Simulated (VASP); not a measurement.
Wanted: the native input for a VASP 6.6.1 run.

```yaml
Task: single point
Functional: PBEsol
Potentials_or_basis: VASP PAW PBE potentials, release 64 (Ba_sv, Ti_sv, O)
Cutoff: 520 eV
k_mesh: 6 × 6 × 6
Occupations: gaussian, width 0.02 eV
Spin: no spin polarisation
Dipole_correction: no
Further_INCAR_settings: ALGO = Normal; EDIFF = 1e-07; NBANDS = 28
```

The structure of BaTiO3 lies in POSCAR:

```
BaTiO3
1.0
    4.0386400000      0.0000000000      0.0000000000
    0.0000000000      2.8747253333      2.8451500000
    0.0000000000     -2.8747253333      2.8451500000
Ba Ti O
1 1 3
Direct
    0.0000000000      0.0000000000      0.0000000000
    0.5000000000      0.5124000000      0.5124000000
    0.0000000000      0.4874000000      0.4874000000
    0.5000000000      0.5052400000      0.9918400000
    0.5000000000      0.9918400000      0.5052400000
```

The input as run:

INCAR

```
PREC = Accurate
ENCUT = 520
EDIFF = 1E-7
ISMEAR = 0
SIGMA = 0.02
LREAL = False
LASPH = True
NELM = 80
ALGO = Normal
ISIF = 2
LWAVE = False
LCHARG = False
GGA = PS
NBANDS = 28
```

KPOINTS

```
Automatic mesh
0
Gamma
  6 6 6
```

Potentials or basis: VASP PAW PBE potentials, release 64 (Ba_sv, Ti_sv, O).

Launch:

```sh
$ cat potpaw_PBE.64/Ba_sv/POTCAR potpaw_PBE.64/Ti_sv/POTCAR potpaw_PBE.64/O/POTCAR > POTCAR
$ mpirun -np 1 vasp_std > vasp.out
```

It gave:

```json
{
  "Pressure": "-6.3 GPa",
  "Largest force": "0.345 eV/Å",
  "Band gap on the k mesh": "1.76 eV (least direct gap 2.01 eV)"
}
```

Caveat: the cell stands under tension; the PAW data sets were made with another functional, which shifts forces and pressure a little; spin-orbit coupling is left out, which moves the levels of the heavy elements.

It took 65 s on 1 thread of Intel(R) Xeon(R) Platinum 8488C (Sapphire Rapids), with other jobs on the host, peak memory 0.23 GiB.
